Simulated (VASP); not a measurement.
# Si (Fddd) in VASP: further runs

The runs below take Si through single point, with PBE.

All numbers are computed with VASP 6.6.1; they aren't measurements. Logs are shortened: lines on timing, memory, paths and dates and some standing lists are left out, and cuts for length are marked.

## (1) The cell of the first run

Symmetry: Fddd, No. 70, orthorhombic system. Conventional cell: a = 4.923 Å, b = 5.661 Å, c = 5.825 Å, α = 90.00°, β = 90.00°, γ = 90.00°. Si (site symmetry 222) has 4 Si at 2.37 Å within 3.1 Å.

## (2) Single point, PBE

INCAR reads:

```
PREC = Accurate
ENCUT = 520
EDIFF = 1E-6
ISMEAR = 0
SIGMA = 0.05
LREAL = False
LASPH = True
NELM = 100
ALGO = Normal
ISIF = 2
LWAVE = False
LCHARG = False
GGA = PE
NBANDS = 11
```

KPOINTS reads:

```
Automatic mesh
0
Gamma
  8 8 8
```

POSCAR reads:

```
Si
1.0
    0.0000000000      2.9125200928      2.8304772733
    2.4612845854      0.0000000000      2.8304772733
    2.4612845854      2.9125200928      0.0000000000
Si
2
Direct
    0.5000000000      0.5000000000      0.5000000000
    0.7500000000      0.7500000000      0.7500000000
```

Potentials or basis: VASP PAW PBE potentials, release 64 (Si).

Command:

```
$ cat potpaw_PBE.64/Si/POTCAR > POTCAR
$ mpirun -np 1 vasp_std > vasp.out
```

OUTCAR:

```text
PREC = Accurate
   ENCUT = 520
   EDIFF = 1E-6
   ISMEAR = 0
   LREAL = False
   LASPH = True
   NELM = 100
   ISIF = 2
   GGA = PE

 ion  position               nearest neighbor table
   1  0.500  0.500  0.500-   2 2.37   2 2.37   2 2.37   2 2.37
   2  0.750  0.750  0.750-   1 2.37   1 2.37   1 2.37   1 2.37

  LATTYP: Found a face centered orthorhombic cell.
 ALAT       =     4.9225691708
 B/A-ratio  =     1.1500000000
 C/A-ratio  =     1.1833333334

  Lattice vectors:

 A1 = (   0.0000000000,   2.9125200928,  -2.8304772733)
 A2 = (   2.4612845854,   2.9125200928,   0.0000000000)
 A3 = (   2.4612845854,   0.0000000000,  -2.8304772733)

Analysis of symmetry for initial positions (statically):
=====================================================================
 Subroutine PRICEL returns:
 Original cell was already a primitive cell.

 Routine SETGRP: Setting up the symmetry group for a
 face centered orthorhombic supercell.

 Subroutine GETGRP returns: Found  8 space group operations
 (whereof  4 operations were pure point group operations)
 out of a pool of  8 trial point group operations.

The static configuration has the point symmetry D_2 .
 The point group associated with its full space group is D_2h.

Analysis of symmetry for dynamics (positions and initial velocities):
=====================================================================
 Subroutine PRICEL returns:
 Original cell was already a primitive cell.

 Routine SETGRP: Setting up the symmetry group for a
 face centered orthorhombic supercell.

 Subroutine GETGRP returns: Found  8 space group operations
 (whereof  4 operations were pure point group operations)
 out of a pool of  8 trial point group operations.

The dynamic configuration has the point symmetry D_2 .
 The point group associated with its full space group is D_2h.

 Subroutine INISYM returns: Found  8 space group operations
 (whereof  4 operations are pure point group operations),
 and found     1 'primitive' translations

----------------------------------------------------------------------------------------

                                     Primitive cell

  volume of cell :      40.5808

  direct lattice vectors                    reciprocal lattice vectors
     0.000000000  2.912520093  2.830477273    -0.203145952  0.171672635  0.176648654
     2.461284585  0.000000000  2.830477273     0.203145952 -0.171672635  0.176648654
     2.461284585  2.912520093  0.000000000     0.203145952  0.171672635 -0.176648654

  length of vectors
     4.061326740  3.750936337  3.813226338     0.319287517  0.319287517  0.319287517

  position of ions in fractional coordinates (direct lattice)
     0.500000000  0.500000000  0.500000000
     0.750000000  0.750000000  0.750000000

  ion indices of the primitive-cell ions
   primitive index   ion index
                 1           1
                 2           2

----------------------------------------------------------------------------------------

 KPOINTS: Automatic mesh

Automatic generation of k-mesh.
 Grid dimensions read from file:
 generate k-points for:    8    8    8

 Generating k-lattice:

  Cartesian coordinates                     Fractional coordinates (reciprocal lattice)
    -0.025393244  0.021459079  0.022081082     0.125000000  0.000000000  0.000000000
     0.025393244 -0.021459079  0.022081082     0.000000000  0.125000000 -0.000000000
     0.025393244  0.021459079 -0.022081082     0.000000000 -0.000000000  0.125000000

  Length of vectors
     0.039910940  0.039910940  0.039910940

  Shift w.r.t. Gamma in fractional coordinates (k-lattice)
     0.000000000  0.000000000  0.000000000

 Subroutine IBZKPT returns following result:
 ===========================================

 Found     95 irreducible k-points:

 Following reciprocal coordinates:
            Coordinates               Weight
  0.000000  0.000000  0.000000      1.000000
  0.125000  0.000000  0.000000      8.000000
  0.250000  0.000000  0.000000      8.000000
  0.375000  0.000000  0.000000      8.000000
  0.500000  0.000000  0.000000      4.000000
  0.125000  0.125000  0.000000      2.000000
[... 16 lines left out ...]
  0.250000  0.000000  0.125000      8.000000
  0.375000  0.000000  0.125000      8.000000
 [... further k-points ...]
   k-points           NKPTS =     95   k-points in BZ     NKDIM =     95   number of bands    NBANDS=     11
   number of dos      NEDOS =    301   number of ions     NIONS =      2
   total plane-waves  NPLWV =  23520
   dimension x,y,z NGX =    30 NGY =   28 NGZ =   28
   dimension x,y,z NGXF=    60 NGYF=   56 NGZF=   56
   ions per type =               2
   NGX,Y,Z   is equivalent  to a cutoff of  12.28, 12.41, 12.21 a.u.
   NGXF,Y,Z  is equivalent  to a cutoff of  24.56, 24.82, 24.41 a.u.
 SYSTEM =  unknown system
   PREC   = accura    normal or accurate (medium, high low for compatibility)
   ISTART =      0    job   : 0-new  1-cont  2-samecut
[... 23 lines left out ...]
   EFERMI_NEDOS =   21; number of points for ismear=-14 and -15
   IALGO  =     38    algorithm
   IMIX   =      4    mixing-type and parameters
     AMIX     =   0.40;   BMIX     =  1.00
     AMIX_MAG =   1.60;   BMIX_MAG =  1.00
  volume/ion in A,a.u.               =      20.29       136.93
  Fermi-wavevector in a.u.,A,eV,Ry     =   0.952792  1.800515 12.351535  0.907812
  Thomas-Fermi vector in A             =   2.081387
   LORBIT       =      0    0 simple, 1 ext, 2 COOP (PROOUT), +10 PAW based schemes
   GGA     = PE    functional components
   LHFCALC =     F    Hartree Fock is set to
   AEXX    =    0.0000 exact exchange contribution
   IVDW    =     0    specifies the selected vdW correction
   LEPSILON=     F    determine dielectric tensor
   LRPA    =     F    only Hartree local field effects (RPA)
 non-spin polarized calculation
 Gauss-broadening in eV      SIGMA  =   0.05
  energy-cutoff  :      520.00
  volume of cell :       40.58
 maximum number of plane-waves:      1118
   NGX = 15   NGY = 13   NGZ = 15

 number of electron       8.0000000 magnetization

 Free energy of the ion-electron system (eV)
  ---------------------------------------------------
  ext. energy  EPLUGINS =         0.00000000
  ---------------------------------------------------
  free energy    TOTEN  =       -10.68370837 eV

  energy without entropy =      -10.68294786  energy(sigma->0) =      -10.68332811

 E-fermi :   5.8371     XC(G=0):  -9.3941

 val. band max:        5.7480259646   @ k =  -0.1250  -0.0000   0.1250
 cond. band min:       5.8445906006   @ k =  -0.1250   0.3750   0.3750
 fundamental gap:      0.0965646360
 Fermi energy:         5.8371073423

 k-point     1 :       0.0000    0.0000    0.0000
  band No.  band energies     occupation
      1      -6.1514      2.00000
      2       5.2816      2.00000
      3       5.5605      2.00000
      4       6.3393      0.00000
      5       7.9983      0.00000
      6       8.5434      0.00000
      7       8.6350      0.00000
      8       8.6718      0.00000
      9      12.1251      0.00000
     10      13.6254      0.00000
     11      14.3318      0.00000

 k-point     2 :       0.1250    0.0000    0.0000
  band No.  band energies     occupation
      1      -5.9470      2.00000
      2       4.0793      2.00000
      3       5.0768      2.00000
      4       5.8654      0.42363
      5       7.9077      0.00000
      6       8.7603      0.00000
      7       8.9328      0.00000
      8      10.1813      0.00000
      9      11.9985      0.00000
     10      13.5011      0.00000
     11      14.4702      0.00000

 k-point     3 :       0.2500    0.0000    0.0000
  band No.  band energies     occupation
      1      -5.3509      2.00000
      2       1.8325      2.00000
      3       4.4737      2.00000
      4       5.4753      2.00000
      5       7.3166      0.00000
      6       9.0010      0.00000
      7       9.5490      0.00000
      8      12.2228      0.00000
      9      12.8622      0.00000
     10      13.1166      0.00000
     11      15.3725      0.00000
[... 267 lines left out ...]
 k-point    23 :       0.2500    0.0000    0.1250
  band No.  band energies     occupation
      1      -5.4701      2.00000
      2       2.3969      2.00000
      3       4.2704      2.00000
      4       4.9278      2.00000
      5       8.3084      0.00000
      6       8.9236      0.00000
      7      10.3064      0.00000
      8      10.3461      0.00000
      9      12.4547      0.00000
     10      13.9503      0.00000
     11      15.7123      0.00000

 k-point    24 :       0.3750    0.0000    0.1250
  band No.  band energies     occupation
      1      -4.6755      2.00000
      2       0.5212      2.00000
      3       3.4465      2.00000
      4       4.6656      2.00000
      5       8.0900      0.00000
      6       8.7438      0.00000
      7      10.6345      0.00000
      8      11.7658      0.00000
      9      14.0548      0.00000
     10      15.0459      0.00000
     11      15.9604      0.00000

 [... further k-points ...]

------------------------ aborting loop because EDIFF is reached ----------------------------------------

  FORCE on cell =-STRESS in cart. coord.  units (eV):
  Direction    XX          YY          ZZ          XY          YZ          ZX
  --------------------------------------------------------------------------------------
  -------------------------------------------------------------------------------------
  Total        1.6119731     -1.4404534     -0.4254284      0.0000000      0.0000000      0.0000000
  in kB       63.6426058    -56.8708025    -16.7964158      0.0000000      0.0000000      0.0000000
  external PRESSURE =      -3.3415375 kB  Pullay stress =       0.0000000 kB

 VOLUME and BASIS-vectors are now :
 -----------------------------------------------------------------------------
  energy-cutoff  :      520.00
  volume of cell :       40.58
      direct lattice vectors                 reciprocal lattice vectors
     0.000000000  2.912520093  2.830477273    -0.203145952  0.171672635  0.176648654
     2.461284585  0.000000000  2.830477273     0.203145952 -0.171672635  0.176648654
     2.461284585  2.912520093  0.000000000     0.203145952  0.171672635 -0.176648654

 POSITION                                       TOTAL-FORCE (eV/Angst)
 -----------------------------------------------------------------------------------
      2.46128      2.91252      2.83048         0.000000      0.000000      0.000000
      3.69193      4.36878      4.24572        -0.000000     -0.000000     -0.000000
 -----------------------------------------------------------------------------------
    total drift:                               -0.000000     -0.000000     -0.000000

  FREE ENERGIE OF THE ION-ELECTRON SYSTEM (eV)
  ---------------------------------------------------
  free  energy   TOTEN  =       -10.6837083717 eV

  energy  without entropy=      -10.6829478551  energy(sigma->0) =      -10.68332811
```

Run time: 38 s. Hardware: 1 thread of AMD EPYC 7R43 (Zen 3), shared host; peak memory 0.13 GiB.

What came out:

| Property | Result |
| --- | --- |
| Free energy | -10.6837 eV |
| Pressure | -0.3 GPa |
| Band gap on the k mesh | zero (band 4 reaches 6.34 eV, above the bottom of band 5 at 5.44 eV) |

Stress tensor (GPa, compression positive):
```
 6.36  0.00  0.00
 0.00 -5.69  0.00
 0.00  0.00 -1.68
```

Levels at points of the mesh, in eV from the Fermi level:
| k point | band 1 | band 2 | band 3 | band 4 | band 5 | band 6 | band 7 | band 8 |
| --- | --- | --- | --- | --- | --- | --- | --- | --- |
| (0.00, 0.00, 0.00) | -11.99 | -0.56 | -0.28 | 0.50 | 2.16 | 2.71 | 2.80 | 2.83 |
| (0.50, 0.00, 0.00) | -9.65 | -7.02 | -1.95 | -0.68 | 0.81 | 2.71 | 4.41 | 7.88 |
| (0.50, 0.50, 0.00) | -8.08 | -8.08 | -2.58 | -2.58 | 0.97 | 0.97 | 8.24 | 8.24 |
| (0.50, 0.00, 0.50) | -8.25 | -8.25 | -2.36 | -2.36 | 1.19 | 1.19 | 8.60 | 8.60 |
| (0.00, 0.50, 0.50) | -7.30 | -7.30 | -3.64 | -3.64 | -0.12 | -0.12 | 9.55 | 9.55 |

Caveat: the cell differs from its parent crystal (strain +e along x and -e along y -0.0825, strain +e along z and -e/2 along x and y +0.0350).

## (3) Single point, PBE

INCAR reads:

```
SYSTEM = Si
PREC = Accurate
ENCUT = 520
EDIFF = 1E-7
ISMEAR = 0
SIGMA = 0.05
LREAL = .False.
LASPH = .True.
NELM = 100
ALGO = Normal
ISIF = 2
LWAVE = .False.
LCHARG = .False.
GGA = PE
NBANDS = 11
```

KPOINTS reads:

```
Automatic mesh
0
Gamma
  8 8 8
  0 0 0
```

POSCAR reads:

```
Si
1.0
    0.0000000000      2.8612433306      2.7826189619
    2.5604196590      0.0000000000      2.7826189619
    2.5604196590      2.8612433306      0.0000000000
Si
2
Direct
    0.5000000000      0.5000000000      0.5000000000
    0.7500000000      0.7500000000      0.7500000000
```

Potentials or basis: VASP PAW PBE potentials, release 64 (Si).

Command:

```
$ cat potpaw_PBE.64/Si/POTCAR > POTCAR
$ mpirun -np 1 vasp_std > vasp.out
```

Run time: 47 s. Hardware: 1 thread of AMD EPYC 7R43 (Zen 3), shared host; peak memory 0.14 GiB.

Results (log left out):

```
Free energy            : -10.7720 eV
Pressure               : -0.1 GPa
Band gap on the k mesh : zero (band 4 reaches 6.07 eV, above the bottom of band 5 at 5.73 eV)
```

Stress tensor (GPa, compression positive):
```
 5.09  0.00  0.00
 0.00 -4.43  0.00
 0.00  0.00 -0.90
```

Levels at points of the mesh, in eV from the Fermi level:
| k point | band 1 | band 2 | band 3 | band 4 | band 5 | band 6 | band 7 | band 8 | band 9 |
| --- | --- | --- | --- | --- | --- | --- | --- | --- | --- |
| (0.00, 0.00, 0.00) | -11.91 | -0.40 | -0.15 | 0.34 | 2.28 | 2.60 | 2.70 | 2.97 | 6.77 |
| (0.50, 0.00, 0.00) | -9.61 | -6.95 | -1.69 | -0.82 | 1.12 | 2.95 | 3.93 | 7.74 | 9.73 |
| (0.50, 0.50, 0.00) | -7.93 | -7.93 | -2.71 | -2.71 | 0.84 | 0.84 | 8.92 | 8.92 | 11.07 |
| (0.50, 0.00, 0.50) | -8.09 | -8.09 | -2.50 | -2.50 | 1.06 | 1.06 | 9.25 | 9.25 | 11.24 |
| (0.00, 0.50, 0.50) | -7.46 | -7.46 | -3.33 | -3.33 | 0.19 | 0.19 | 9.65 | 9.65 | 11.12 |

Caveat: the cell differs from its parent crystal (strain +e along x and -e along y -0.0550, strain +e along z and -e/2 along x and y +0.0175).

## (4) Single point, PBE

This run uses another cell than the first one, of the same volume but with other edges.

INCAR reads:

```
SYSTEM = Si
PREC     = Accurate       ! precision mode
ENCUT    = 520            ! plane-wave cutoff, eV
EDIFF    = 1E-6           ! SCF threshold, eV
ISMEAR   = 0              ! smearing method
SIGMA    = 0.05           ! smearing width, eV
LREAL    = .False.        ! projectors in reciprocal space
LASPH    = .True.         ! aspherical terms in the spheres
NELM     = 100            ! most SCF steps
ALGO     = Normal         ! electronic algorithm
ISIF     = 2              ! what is computed and relaxed
LWAVE    = .False.        ! write WAVECAR
LCHARG   = .False.        ! write CHGCAR
GGA      = PE             ! functional
NBANDS   = 11             ! bands
```

KPOINTS is that of step 3.

POSCAR reads:

```
Si
1.0
    0.0000000000      3.0321658712      2.5911857163
    2.5809303639      0.0000000000      2.5911857163
    2.5809303639      3.0321658712      0.0000000000
Si
2
Direct
    0.5000000000      0.5000000000      0.5000000000
    0.7500000000      0.7500000000      0.7500000000
```

Command:

```
$ cat potpaw_PBE.64/Si/POTCAR > POTCAR
$ mpirun -np 1 vasp_std > vasp.out
```

Wall time 56 s (1 thread of AMD EPYC 7R13, shared host); peak memory 0.15 GiB.

Results (log left out):

```yaml
Free_energy: -10.6064 eV
Pressure: 0.0 GPa
Band_gap_on_the_k_mesh: zero (band 4 reaches 6.20 eV, above the bottom of band 5 at 5.93 eV)
```

Stress tensor (GPa, compression positive):
```
  6.20   0.00   0.00
  0.00 -12.41   0.00
  0.00   0.00   6.08
```

Levels at points of the mesh, in eV from the Fermi level:
| k point | band 1 | band 2 | band 3 | band 4 | band 5 | band 6 | band 7 | band 8 |
| --- | --- | --- | --- | --- | --- | --- | --- | --- |
| (0.00, 0.00, 0.00) | -12.22 | -1.23 | 0.11 | 0.13 | 2.14 | 2.16 | 2.36 | 2.69 |
| (0.50, 0.00, 0.00) | -9.88 | -7.24 | -2.32 | -0.67 | 0.37 | 3.31 | 3.64 | 7.57 |
| (0.50, 0.50, 0.00) | -7.79 | -7.79 | -3.46 | -3.46 | 0.03 | 0.03 | 7.97 | 7.97 |
| (0.50, 0.00, 0.50) | -8.72 | -8.72 | -2.29 | -2.29 | 1.27 | 1.27 | 9.60 | 9.60 |
| (0.00, 0.50, 0.50) | -7.77 | -7.77 | -3.49 | -3.49 | 0.00 | 0.00 | 8.02 | 8.02 |

Caveat: the cell differs from its parent crystal (strain +e along x and -e along y -0.0825, strain +e along z and -e/2 along x and y -0.0525).

## (5) Single point, PBE

INCAR reads:

```
SYSTEM = Si
ALGO = Normal ; EDIFF = 1E-6
ENCUT = 520 ; GGA = PE
ISIF = 2 ; ISMEAR = 0
LASPH = .True. ; LCHARG = .False.
LREAL = .False. ; LWAVE = .False.
NBANDS = 11 ; NELM = 100
PREC = Accurate ; SIGMA = 0.05
```

KPOINTS reads:

```
k-points
0
Gamma
  8 8 8
  0 0 0
```

POSCAR reads:

```
Si
1.0
    0.0000000000      2.8885909371      2.8783355847
    2.4373554298      0.0000000000      2.8783355847
    2.4373554298      2.8885909371      0.0000000000
Si
2
Direct
    0.5000000000      0.5000000000      0.5000000000
    0.7500000000      0.7500000000      0.7500000000
```

Command:

```
$ cat potpaw_PBE.64/Si/POTCAR > POTCAR
$ mpirun -np 1 vasp_std > vasp.out
```

Run time: 67 s. Hardware: 1 thread of AMD EPYC 7R13, shared host; peak memory 0.14 GiB.

It converged, with:

```
Free energy            : -10.6670 eV
Pressure               : -0.4 GPa
Band gap on the k mesh : zero (band 4 reaches 6.40 eV, above the bottom of band 5 at 5.37 eV)
```

Stress tensor (GPa, compression positive):
```
 6.49  0.00  0.00
 0.00 -4.14  0.00
 0.00  0.00 -3.63
```

Levels at points of the mesh, in eV from the Fermi level:
```csv
k point,band 2,band 3,band 4,band 5,band 6,band 7
"(0.00, 0.00, 0.00)",-0.40,-0.37,0.60,2.20,2.84,2.85
"(0.50, 0.00, 0.00)",-6.97,-1.93,-0.61,0.81,2.68,4.59
"(0.50, 0.50, 0.00)",-8.13,-2.38,-2.38,1.17,1.17,8.31
"(0.50, 0.00, 0.50)",-8.15,-2.36,-2.36,1.19,1.19,8.35
"(0.00, 0.50, 0.50)",-7.20,-3.65,-3.65,-0.13,-0.13,9.68
```

Caveat: the cell differs from its parent crystal (strain +e along x and -e along y -0.0825, strain +e along z and -e/2 along x and y +0.0525).

## (6) Single point, PBE

INCAR reads:

```
PREC = Accurate
ENCUT = 520
EDIFF = 1E-6
ISMEAR = 0
SIGMA = 0.05
LREAL = F
LASPH = T
NELM = 80
ALGO = Normal
ISIF = 2
LWAVE = F
LCHARG = T
GGA = PE
LELF = T
LVHAR = T
NBANDS = 11
```

KPOINTS reads:

```
regular mesh
0
Gamma
  8 8 8
```

POSCAR reads:

```
Si
1.0
    0.0000000000      2.7860374127      2.7826189619
    2.6356255769      0.0000000000      2.7826189619
    2.6356255769      2.7860374127      0.0000000000
Si
2
Direct
    0.5000000000      0.5000000000      0.5000000000
    0.7500000000      0.7500000000      0.7500000000
```

Potentials or basis: VASP PAW PBE potentials, release 64 (Si).

Command:

```
$ cat potpaw_PBE.64/Si/POTCAR > POTCAR
$ mpirun -np 1 vasp_std > vasp.out
```

Run time: 73 s. Hardware: 1 thread of AMD EPYC 7R13, shared host; peak memory 0.15 GiB.

The run converged. Its results:

```yaml
Free_energy: -10.8228 eV
Pressure: 0.0 GPa
Band_gap_on_the_k_mesh: 0.08 eV, indirect (least direct gap 2.19 eV)
```

Stress tensor (GPa, compression positive):
```
 3.15  0.00  0.00
 0.00 -1.71  0.00
 0.00  0.00 -1.57
```

Levels at points of the mesh, in eV from the valence-band top:
```
           k point  band 2  band 3  band 4  band 5  band 6  band 7
(0.00, 0.00, 0.00)   -0.36   -0.35    0.00    2.19    2.40    2.40
(0.50, 0.00, 0.00)   -7.11   -1.66   -1.18    1.13    2.91    3.42
(0.50, 0.50, 0.00)   -8.09   -2.90   -2.90    0.65    0.65    9.35
(0.50, 0.00, 0.50)   -8.09   -2.89   -2.89    0.66    0.66    9.37
(0.00, 0.50, 0.50)   -7.78   -3.30   -3.30    0.23    0.23    9.64
```

Caveat: the cell differs from its parent crystal (strain +e along x and -e along y -0.0275, strain +e along z and -e/2 along x and y +0.0175). A k mesh can miss the band edges.

## (7) Overview

| cell | gap on the mesh (eV) | pressure (GPa) |
| --- | --- | --- |
| a = 4.061, b = 3.751, c = 3.813 Å, angles 64.9, 56.8, 58.3°, 2 atoms | none | -0.3 |
| a = 3.991, b = 3.781, c = 3.840 Å, angles 63.2, 57.7, 59.1°, 2 atoms | none | -0.1 |
| a = 3.989, b = 3.657, c = 3.982 Å, angles 62.8, 54.6, 62.6°, 2 atoms | none | 0.0 |
| a = 4.078, b = 3.772, c = 3.780 Å, angles 65.4, 57.2, 57.4°, 2 atoms | none | -0.4 |
| a = 3.938, b = 3.833, c = 3.835 Å, angles 61.8, 59.1, 59.1°, 2 atoms | 0.08 | 0.0 |

Alike in all rows: task single point; level PBE; potentials or basis VASP PAW PBE potentials, release 64 (Si); no spin polarisation; k mesh 8 × 8 × 8; cutoff (eV) 520; smearing gaussian 0.05 eV.

Total energies depend on the potentials used, so only differences within one code and one set of settings carry meaning.
